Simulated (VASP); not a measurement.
The system is BaS.

```xyz
8
Lattice="4.5460 0.0000 0.0000 -2.2730 3.9370 0.0000 0.0000 0.0000 14.8472" Properties=species:S:1:pos:R:3 pbc="T T T"
Ba    0.0000    0.0000    0.0000
Ba    0.0000    2.6246    3.7118
Ba    0.0000    0.0000    7.4236
Ba    2.2730    1.3123   11.1354
S     2.2730    1.3123    1.8559
S     2.2730    1.3123    5.5677
S     0.0000    2.6246    9.2795
S     0.0000    2.6246   12.9913
```

```yaml
Program: VASP 6.6.1
Task: relaxation of cell and atoms
Functional: PBE
Potentials_or_basis: VASP PAW PBE potentials, release 64 (Ba_sv, S)
Cutoff: 600 eV
k_mesh: 9 × 9 × 3
Occupations: gaussian, width 0.02 eV
Spin: no spin polarisation
```

At the start: pressure 0.4 GPa; volume 33.22 Å³/atom.

Where does the relaxation end?

Over 7 steps the energy falls by 6.7 meV/atom and the volume is 33.44 Å³/atom (+0.7 %); space group P6_3/mmc (No. 194, to 0.1 Å) before and after.

The path:
```
step  energy change (eV)  largest force (eV/Å)  pressure (GPa)  volume (Å³)
   1              0.0000                0.1988            0.35       265.73
   2             -0.0405                0.1074           -0.11       268.53
   3             -0.0485                0.0487           -0.41       270.41
   4             -0.0532                0.0096            0.07       267.13
   5             -0.0533                0.0152            0.00       267.58
   6             -0.0533                0.0146            0.00       267.53
   7             -0.0534                0.0095            0.01       267.52
```

Final structure:
```
CELL_PARAMETERS angstrom
4.49798 0.00000 0.00000
-2.24899 3.89536 0.00000
0.00000 0.00000 15.26833
ATOMIC_POSITIONS crystal
Ba 0.00000 0.00000 0.00000
Ba 0.33333 0.66667 0.25000
Ba 0.00000 0.00000 0.50000
Ba 0.66667 0.33333 0.75000
S 0.66667 0.33333 0.12361
S 0.66667 0.33333 0.37639
S 0.33333 0.66667 0.62361
S 0.33333 0.66667 0.87639
```
